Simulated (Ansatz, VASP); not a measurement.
## Two plane-wave programs on Ta3Cu

Contents of INCAR:

```
SYSTEM = Ta3Cu
PREC = Accurate ; ENCUT = 520
EDIFF = 1E-6 ; ISMEAR = -1
SIGMA = 0.05 ; LREAL = .FALSE.
LASPH = .TRUE. ; NELM = 60
ALGO = Normal ; ISIF = 2
LWAVE = .FALSE. ; LCHARG = .TRUE.
GGA = PE ; LELF = .TRUE.
LVHAR = .TRUE. ; NBANDS = 30
```

The input KPOINTS:

```
regular mesh
0
G
  7 7 7
  0 0 0
```

The input POSCAR:

```
Ta3Cu
1.0
   -2.0065070000      2.0065070000      4.2081700000
    2.0065070000     -2.0065070000      4.2081700000
    2.0065070000      2.0065070000     -4.2081700000
Ta Cu
3 1
Direct
    0.5000000000      0.5000000000      0.0000000000
    0.2500000000      0.7500000000      0.5000000000
    0.7500000000      0.2500000000      0.5000000000
    0.0000000000      0.0000000000      0.0000000000
```

Contents of input.yaml:

```yaml
crystal:
  lattice:
    - [-2.006507, 2.006507, 4.20817]
    - [2.006507, -2.006507, 4.20817]
    - [2.006507, 2.006507, -4.20817]
  atoms:
    - { symbol: Ta, position: [0.5, 0.5, 0.0] }
    - { symbol: Ta, position: [0.25, 0.75, 0.5] }
    - { symbol: Ta, position: [0.75, 0.25, 0.5] }
    - { symbol: Cu, position: [0.0, 0.0, 0.0] }
hamiltonian:
  xc: pbe
  pseudopotentials: { kind: paw }
kpoints:
  mp_grid: { grid: [7, 7, 7] }
  band_path:
    path:
      - [[0.0, 0.0, 0.0], [0.0, 0.0, 0.5], [-0.1136749602, 0.1136749602, 0.5], [-0.3068374801, 0.3068374801, 0.3068374801], [0.0, 0.0, 0.0], [0.5, 0.5, -0.5], [0.3068374801, 0.6931625199, -0.3068374801], [0.0, 0.5, 0.0], [0.25, 0.25, 0.25], [0.5, 0.5, -0.1136749602], [0.5, 0.5, -0.5]]
      - [[0.0, 0.0, 0.5], [0.25, 0.25, 0.25]]
    npoints: 14
scf:
  occupations: { method: fermi_dirac, width: 0.05 }
  n_extra_bands: 10
output:
  forces: true
  stress: true
  eigenvalues: true
  fatbands: false
```

Alike in both runs: functional PBE; k mesh 7 × 7 × 7; occupations fermi-dirac, width 0.05 eV; no spin polarisation.

|  | VASP | Ansatz |
| --- | --- | --- |
| version | VASP 6.6.1 | Ansatz 0.2.0 |
| potentials or method | VASP PAW PBE potentials, release 64 (Ta_pv, Cu) | Ansatz PAW |
| plane-wave cutoff (eV) | 520 | 420 |
| valence electrons in the cell | 44 | 58 |
| task | single point | band structure |

```tsv
	VASP	Ansatz	Ansatz less VASP
gap on the k mesh at the Fermi level (eV)	none	none	-
pressure (GPa)	0.7	0.4	-0.29
traceless stress, the component that is largest in VASP (GPa)	-0.49	-0.39	+0.103
```

A gap of «none» marks a metal or a gap that the smearing closes. VASP's potentials hold 44 valence electrons a cell and Ansatz's 58, so a difference there can come from the potentials and not from the codes.

Neither program's run includes spin-orbit coupling.
